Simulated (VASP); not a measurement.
# NaF (Fm-3m) in VASP: settings compared

Aim: see how the results for NaF move with the level of theory and the settings. Levels: HSE06, PBE0. Tasks: single point.

Program: VASP 6.6.1. These are calculated values, not measurements. Logs are shortened: lines on timing, memory, paths and dates and some standing lists are left out, and cuts for length are marked.

## (1) The cell of the first run

It takes space group Fm-3m (No. 225, cubic). Conventional cell: a = 4.594 Å, b = 4.594 Å, c = 4.594 Å, α = 90.00°, β = 90.00°, γ = 90.00°. Na (site symmetry m-3m) has 6 F at 2.30 Å within 3.0 Å. F (site symmetry m-3m) has 6 Na at 2.30 Å within 3.0 Å.

## (2) Single point, HSE06

Input file POSCAR:

```
NaF
1.0
    0.0000000000      2.2972497876      2.2972497876
    2.2972497876      0.0000000000      2.2972497876
    2.2972497876      2.2972497876      0.0000000000
Na F
1 1
Direct
    0.0000000000      0.0000000000      0.0000000000
    0.5000000000      0.5000000000      0.5000000000
```

Input file INCAR.step1:

```
SYSTEM = NaF
ALGO = Normal ; EDIFF = 1E-5
ENCUT = 520 ; GGA = PE
ISIF = 2 ; ISMEAR = 0
LASPH = .TRUE. ; LCHARG = .FALSE.
LREAL = .FALSE. ; LWAVE = .TRUE.
NBANDS = 14 ; NELM = 80
PREC = Accurate ; SIGMA = 0.01
```

Input file INCAR.step2:

```
SYSTEM = NaF
ALGO = Normal ; EDIFF = 1E-6
ENCUT = 520 ; GGA = PE
HFSCREEN = 0.2079 ; ISIF = 2
ISMEAR = 0 ; ISTART = 1
LASPH = .TRUE. ; LCHARG = .FALSE.
LHFCALC = .TRUE. ; LREAL = .FALSE.
LWAVE = .FALSE. ; NBANDS = 14
NELM = 80 ; PREC = Accurate
PRECFOCK = Normal ; SIGMA = 0.01
```

Input file KPOINTS:

```
k-points
0
G
  6 6 6
  0 0 0
```

Potentials or basis: VASP PAW PBE potentials, release 64 (Na_pv, F).

Started as:

```console
$ cat potpaw_PBE.64/Na_pv/POTCAR potpaw_PBE.64/F/POTCAR > POTCAR
$ cp INCAR.step1 INCAR
$ mpirun -np 1 vasp_std > vasp.out
$ cp INCAR.step2 INCAR
$ mpirun -np 1 vasp_std > vasp.out
```

OUTCAR:

```text
SYSTEM = NaF
   EDIFF = 1E-6
   ENCUT = 520
   GGA = PE
   HFSCREEN = 0.2079
   ISIF = 2
   ISMEAR = 0
   ISTART = 1
   LASPH = .TRUE.
   LHFCALC = .TRUE.
   LREAL = .FALSE.
   NELM = 80
   PREC = Accurate
   PRECFOCK = Normal

 ion  position               nearest neighbor table
   1  0.000  0.000  0.000-   2 2.30   2 2.30   2 2.30   2 2.30   2 2.30   2 2.30
   2  0.500  0.500  0.500-   1 2.30   1 2.30   1 2.30   1 2.30   1 2.30   1 2.30

  LATTYP: Found a face centered cubic cell.
 ALAT       =     4.5944995752

  Lattice vectors:

 A1 = (   0.0000000000,   2.2972497876,   2.2972497876)
 A2 = (   2.2972497876,   0.0000000000,   2.2972497876)
 A3 = (   2.2972497876,   2.2972497876,   0.0000000000)

Analysis of symmetry for initial positions (statically):
=====================================================================
 Subroutine PRICEL returns:
 Original cell was already a primitive cell.

 Routine SETGRP: Setting up the symmetry group for a
 face centered cubic supercell.

 Subroutine GETGRP returns: Found 48 space group operations
 (whereof 48 operations were pure point group operations)
 out of a pool of 48 trial point group operations.

The static configuration has the point symmetry O_h .

Analysis of symmetry for dynamics (positions and initial velocities):
=====================================================================
 Subroutine PRICEL returns:
 Original cell was already a primitive cell.

 Routine SETGRP: Setting up the symmetry group for a
 face centered cubic supercell.

 Subroutine GETGRP returns: Found 48 space group operations
 (whereof 48 operations were pure point group operations)
 out of a pool of 48 trial point group operations.

The dynamic configuration has the point symmetry O_h .

 Subroutine INISYM returns: Found 48 space group operations
 (whereof 48 operations are pure point group operations),
 and found     1 'primitive' translations

----------------------------------------------------------------------------------------

                                     Primitive cell

  volume of cell :      24.2468

  direct lattice vectors                    reciprocal lattice vectors
     0.000000000  2.297249788  2.297249788    -0.217651560  0.217651560  0.217651560
     2.297249788  0.000000000  2.297249788     0.217651560 -0.217651560  0.217651560
     2.297249788  2.297249788  0.000000000     0.217651560  0.217651560 -0.217651560

  length of vectors
     3.248801806  3.248801806  3.248801806     0.376983560  0.376983560  0.376983560

  position of ions in fractional coordinates (direct lattice)
     0.000000000  0.000000000  0.000000000
     0.500000000  0.500000000  0.500000000

  ion indices of the primitive-cell ions
   primitive index   ion index
                 1           1
                 2           2

----------------------------------------------------------------------------------------

 KPOINTS: k-points

Automatic generation of k-mesh.
 Grid dimensions read from file:
 generate k-points for:    6    6    6

 Generating k-lattice:

  Cartesian coordinates                     Fractional coordinates (reciprocal lattice)
    -0.036275260  0.036275260  0.036275260     0.166666667  0.000000000  0.000000000
     0.036275260 -0.036275260  0.036275260     0.000000000  0.166666667  0.000000000
     0.036275260  0.036275260 -0.036275260     0.000000000  0.000000000  0.166666667

  Length of vectors
     0.062830593  0.062830593  0.062830593

  Shift w.r.t. Gamma in fractional coordinates (k-lattice)
     0.000000000  0.000000000  0.000000000

 Subroutine IBZKPT returns following result:
 ===========================================

 Found     16 irreducible k-points:

 Following reciprocal coordinates:
            Coordinates               Weight
  0.000000  0.000000  0.000000      1.000000
  0.166667  0.000000  0.000000      8.000000
  0.333333  0.000000  0.000000      8.000000
  0.500000  0.000000  0.000000      4.000000
  0.166667  0.166667  0.000000      6.000000
  0.333333  0.166667  0.000000     24.000000
[... 8 lines left out ...]
 -0.333333  0.333333  0.166667     24.000000
 -0.333333  0.500000  0.166667     12.000000
   k-points           NKPTS =     16   k-points in BZ     NKDIM =    216   number of bands    NBANDS=     14
   number of dos      NEDOS =    301   number of ions     NIONS =      2
   total plane-waves  NPLWV =  13824
   dimension x,y,z NGX =    24 NGY =   24 NGZ =   24
   dimension x,y,z NGXF=    48 NGYF=   48 NGZF=   48
   ions per type =               1   1
   NGX,Y,Z   is equivalent  to a cutoff of  12.28, 12.28, 12.28 a.u.
   NGXF,Y,Z  is equivalent  to a cutoff of  24.56, 24.56, 24.56 a.u.
 SYSTEM =  NaF
   PREC   = accura    normal or accurate (medium, high low for compatibility)
   ISTART =      1    job   : 0-new  1-cont  2-samecut
   ICHARG =      0    charge: 1-file 2-atom 10-const
   ISPIN  =      1    spin polarized calculation?
   LNONCOLLINEAR =      F non collinear calculations
   LSORBIT =      F    spin-orbit coupling
   LASPH  =      T    aspherical Exc in radial PAW
   ENCUT  =  520.0 eV  38.22 Ry    6.18 a.u.   6.04  6.04  6.04*2*pi/ulx,y,z
   NELM   =     80;   NELMIN=  2; NELMDL=  0     # of ELM steps
   EDIFF  = 0.1E-05   stopping-criterion for ELM
   LREAL  =      F    real-space projection
   EDIFFG = 0.1E-04   stopping-criterion for IOM
   NSW    =      0    number of steps for IOM
   IBRION =     -1    ionic relax: 0-MD 1-quasi-New 2-CG
   NFREE  =      0    steps in history (QN), initial steepest desc. (CG)
   ISIF   =      2    stress and relaxation
   ISYM   =      3    0-nonsym 1-usesym 2-fastsym
   POTIM  = 0.5000    time-step for ionic-motion
   TEBEG  =    0.0;   TEEND  =   0.0 temperature during run
   PSTRESS=    0.0 pullay stress
   NELECT =      14.0000    total number of electrons
   NUPDOWN=      -1.0000    fix difference up-down
   EMIN   =  10.00;   EMAX   =-10.00  energy-range for DOS
   EFERMI =   0.00;   METHOD = LEGACY
   ISMEAR =     0;   SIGMA  =   0.01  broadening in eV -4-tet -1-fermi 0-gaus
   EFERMI_NEDOS =   21; number of points for ismear=-14 and -15
   IALGO  =     38    algorithm
   IMIX   =      1    mixing-type and parameters
     AMIX     =   0.40;   BMIX     =  1.00
     AMIX_MAG =   1.60;   BMIX_MAG =  1.00
  volume/ion in A,a.u.               =      12.12        81.81
  Fermi-wavevector in a.u.,A,eV,Ry     =   1.363220  2.576112 25.284643  1.858369
  Thomas-Fermi vector in A             =   2.489642
   LORBIT       =      0    0 simple, 1 ext, 2 COOP (PROOUT), +10 PAW based schemes
   GGA     = PE    functional components
   LHFCALC =     T    Hartree Fock is set to
   PRECFOCK=normal    Normal, Fast or Accurate (Low or Medium for compatibility)
   ENCUT4O =  -1.0   cutoff for four orbital integrals eV
   NKREDX  =     1    reduce k-point grid by
   NKREDY  =     1    reduce k-point grid by
   NKREDZ  =     1    reduce k-point grid by
   AEXX    =    0.2500 exact exchange contribution
   HFSCREEN=    0.2079 screening length (either q_TF or 0.3 A-1)
   HFSCREENC=   0.2079 screening length for correlation (either q_TF or 0.3 A-1)
   ENCUTFOCK=  -1.0 apply spherical cutoff to Coloumb kernel
   IVDW    =     0    specifies the selected vdW correction
   LEPSILON=     F    determine dielectric tensor
   LRPA    =     F    only Hartree local field effects (RPA)
 non-spin polarized calculation
 Gauss-broadening in eV      SIGMA  =   0.01
  energy-cutoff  :      520.00
  volume of cell :       24.25
 maximum number of plane-waves:       660
  NGX = 20; NGY = 20; NGZ = 20

 number of electron      13.9999992 magnetization

 Free energy of the ion-electron system (eV)
  ---------------------------------------------------
  ext. energy  EPLUGINS =         0.00000000
  ---------------------------------------------------
  free energy    TOTEN  =       -10.30838551 eV

  energy without entropy =      -10.30838551  energy(sigma->0) =      -10.30838551

 E-fermi :  -3.5650     XC(G=0):  -7.6045

 val. band max:       -3.6582899545   @ k =   0.0000   0.0000   0.0000
 cond. band min:       4.9452325952   @ k =   0.0000   0.0000   0.0000
 fundamental gap:      8.6035225496
 Fermi energy:        -3.5649551631

 k-point     1 :       0.0000    0.0000    0.0000
  band No.  band energies     occupation
      1     -24.4335      2.00000
      2     -23.9473      2.00000
      3     -23.9473      2.00000
      4     -23.9473      2.00000
      5      -3.6583      2.00000
      6      -3.6583      2.00000
      7      -3.6583      2.00000
      8       4.9452      0.00000
      9      17.8980      0.00000
     10      17.8980      0.00000
     11      17.8980      0.00000
     12      20.5643      0.00000
     13      23.2358      0.00000
     14      23.2358      0.00000

 k-point     2 :       0.1667    0.0000    0.0000
  band No.  band energies     occupation
      1     -24.6592      2.00000
      2     -23.9501      2.00000
      3     -23.9501      2.00000
      4     -23.6812      2.00000
      5      -4.1527      2.00000
      6      -3.7301      2.00000
      7      -3.7301      2.00000
      8       5.8973      0.00000
      9      15.3207      0.00000
     10      18.3410      0.00000
     11      18.3410      0.00000
     12      22.3869      0.00000
     13      22.3869      0.00000
     14      23.3043      0.00000

 k-point     3 :       0.3333    0.0000    0.0000
  band No.  band energies     occupation
      1     -24.9065      2.00000
      2     -23.9557      2.00000
      3     -23.9557      2.00000
      4     -23.3514      2.00000
      5      -4.9793      2.00000
      6      -3.8710      2.00000
      7      -3.8710      2.00000
      8       7.9601      0.00000
      9      12.8333      0.00000
     10      19.0485      0.00000
     11      19.0486      0.00000
     12      21.9302      0.00000
     13      21.9302      0.00000
     14      23.2912      0.00000

 k-point     4 :       0.5000    0.0000    0.0000
  band No.  band energies     occupation
      1     -24.9969      2.00000
      2     -23.9584      2.00000
      3     -23.9584      2.00000
      4     -23.2190      2.00000
      5      -5.3397      2.00000
      6      -3.9401      2.00000
      7      -3.9401      2.00000
      8       9.5078      0.00000
      9      11.4121      0.00000
     10      19.1871      0.00000
     11      19.1872      0.00000
     12      22.2274      0.00000
     13      22.2274      0.00000
     14      22.9271      0.00000

 k-point     5 :       0.1667    0.1667    0.0000
  band No.  band energies     occupation
      1     -24.6491      2.00000
      2     -23.9608      2.00000
      3     -23.9608      2.00000
      4     -23.6683      2.00000
      5      -4.2107      2.00000
      6      -3.7782      2.00000
      7      -3.7782      2.00000
      8       6.1948      0.00000
      9      15.0430      0.00000
     10      18.2248      0.00000
     11      18.2248      0.00000
[... 140 lines left out ...]
 k-point    14 :       0.5000    0.3333    0.1667
  band No.  band energies     occupation
      1     -24.7376      2.00000
      2     -24.0083      2.00000
      3     -23.9808      2.00000
      4     -23.4688      2.00000
      5      -4.8976      2.00000
      6      -4.2239      2.00000
      7      -4.0256      2.00000
      8       9.6103      0.00000
      9      12.5123      0.00000
     10      16.0659      0.00000
     11      17.9752      0.00000
     12      20.4933      0.00000
     13      23.5392      0.00000
     14      26.7130      0.00000

 k-point    15 :      -0.3333    0.3333    0.1667
  band No.  band energies     occupation
      1     -24.7115      2.00000
      2     -24.0248      2.00000
      3     -24.0006      2.00000
      4     -23.4561      2.00000
      5      -4.8651      2.00000
      6      -4.4406      2.00000
      7      -4.1089      2.00000
      8      11.2034      0.00000
      9      11.7854      0.00000
     10      15.2040      0.00000
     11      17.1752      0.00000
     12      21.8166      0.00000
     13      22.5877      0.00000
     14      27.4967      0.00000

 k-point    16 :      -0.3333    0.5000    0.1667
  band No.  band energies     occupation
      1     -24.5092      2.00000
      2     -24.0692      2.00000
      3     -24.0244      2.00000
      4     -23.6203      2.00000
      5      -4.8155      2.00000
      6      -4.3575      2.00000
      7      -4.2331      2.00000
      8      11.9947      0.00000
      9      12.0654      0.00000
     10      13.6291      0.00000
     11      16.9178      0.00000
     12      20.7091      0.00000
     13      25.3471      0.00000
     14      25.5425      0.00000

------------------------ aborting loop because EDIFF is reached ----------------------------------------

  FORCE on cell =-STRESS in cart. coord.  units (eV):
  Direction    XX          YY          ZZ          XY          YZ          ZX
  --------------------------------------------------------------------------------------
  -------------------------------------------------------------------------------------
  Total        0.2469901      0.2469901      0.2469901     -0.0000000     -0.0000000      0.0000000
  in kB       16.3205762     16.3205762     16.3205762     -0.0000000     -0.0000000      0.0000000
  external PRESSURE =      16.3205762 kB  Pullay stress =       0.0000000 kB

 VOLUME and BASIS-vectors are now :
 -----------------------------------------------------------------------------
  energy-cutoff  :      520.00
  volume of cell :       24.25
      direct lattice vectors                 reciprocal lattice vectors
     0.000000000  2.297249788  2.297249788    -0.217651560  0.217651560  0.217651560
     2.297249788  0.000000000  2.297249788     0.217651560 -0.217651560  0.217651560
     2.297249788  2.297249788  0.000000000     0.217651560  0.217651560 -0.217651560

 POSITION                                       TOTAL-FORCE (eV/Angst)
 -----------------------------------------------------------------------------------
      0.00000      0.00000      0.00000        -0.000000      0.000000      0.000000
      2.29725      2.29725      2.29725         0.000000     -0.000000     -0.000000
 -----------------------------------------------------------------------------------
    total drift:                               -0.000001     -0.000001     -0.000001

  FREE ENERGIE OF THE ION-ELECTRON SYSTEM (eV)
  ---------------------------------------------------
  free  energy   TOTEN  =       -10.3083855070 eV

  energy  without entropy=      -10.3083855070  energy(sigma->0) =      -10.30838551
```

Wall time 24 min (1 thread of Intel Xeon Platinum 8259CL at 2.50GHz (Skylake/Cascade Lake), shared host); peak memory 0.24 GiB.

What came out:

```
Free energy            : -10.3084 eV
Pressure               : 1.6 GPa
Band gap on the k mesh : 8.60 eV
```

Levels at points of the mesh, in eV from the valence-band top:
```csv
k point,band 3,band 4,band 5,band 6,band 7,band 8,band 9,band 10,band 11,band 12
"(0.00, 0.00, 0.00)",-20.29,-20.29,0.00,0.00,0.00,8.60,21.56,21.56,21.56,24.22
"(0.50, 0.00, 0.00)",-20.30,-19.56,-1.68,-0.28,-0.28,13.17,15.07,22.85,22.85,25.89
"(0.50, 0.50, 0.00)",-20.34,-20.34,-1.36,-0.44,-0.44,15.59,15.74,16.25,22.73,22.73
```

Caveat: the PAW data sets were made with another functional, which shifts forces and pressure a little.

(Part 1 of 2 ends here.)
